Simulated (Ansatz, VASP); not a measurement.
**Two plane-wave programs on Sb**

```
Sb
1.0
    14.00000    0.00000    0.00000
     0.00000   14.40000    0.00000
     0.00000    0.00000   14.80000
Sb
1
Cartesian
  7.0000 7.2000 7.4000
```

Alike in both runs: task single point; functional PBEsol; k mesh 1 × 1 × 1; occupations fermi-dirac, width 0.01 eV; collinear spin.

|  | VASP | Ansatz |
| --- | --- | --- |
| version | VASP 6.6.1 | Ansatz 0.2.0 |
| potentials or method | VASP PAW PBE potentials, release 64 (Sb), cutoff 400 eV | plane waves (420 eV) with PAW, scalar-relativistic |
| valence electrons in the cell | 5 | 15 |

VASP gave:

- gap on the k mesh at the Fermi level (eV): 1.96
- net moment per atom (μB): 3.00
- size of the moment on the site where the two differ most (μB): 1.07

Task: Which values does Ansatz return?

Result: gap on the k mesh at the Fermi level (eV): 1.98; net moment per atom (μB): 3.00; size of the moment on the site where the two differ most (μB): 3.00.

VASP's potentials were made for PBE, not for PBEsol, and Ansatz warns of the same on its side. Site moments also hang on the region over which each program counts them. VASP's potentials hold 5 valence electrons a cell and Ansatz's 15, so a difference there can come from the potentials and not from the codes.

Spin-orbit coupling is off throughout.
